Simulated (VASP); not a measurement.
Here is a VASP 6.6.1 calculation.

INCAR

```
SYSTEM = NbTe
PREC = Accurate
ENCUT = 520
EDIFF = 1E-6
ISMEAR = -1
SIGMA = 0.05
LREAL = .False.
LASPH = .True.
NELM = 80
ALGO = Normal
ISIF = 2
LWAVE = .False.
LCHARG = .False.
GGA = PS
IVDW = 13
NBANDS = 16
```

File KPOINTS:

```
Automatic mesh
0
Gamma
  8 8 7
  0 0 0
```

The input POSCAR:

```
NbTe
1.0
    3.6060453318      0.0000000000      0.0000000000
   -1.8030226659      3.1229268646      0.0000000000
    0.0000000000      0.0000000000      3.6641821430
Te Nb
1 1
Direct
    0.6666666667      0.3333333333      0.0000000000
    0.0000000000      0.0000000000      0.5000000000
```

Potentials or basis: VASP PAW PBE potentials, release 64 (Te, Nb_sv).

Run with:

```sh
$ cat potpaw_PBE.64/Te/POTCAR potpaw_PBE.64/Nb_sv/POTCAR > POTCAR
$ mpirun -np 1 vasp_std > vasp.out
```

(1) What does it give for the pressure?

(2) Estimate the dispersion energy per atom.

Answers

(1) -0.1 GPa.

(2) -0.294 eV.

Caveat: the PAW data sets were made with another functional, which shifts forces and pressure a little; pairwise dispersion overbinds metals, which lowers pressure and volume.
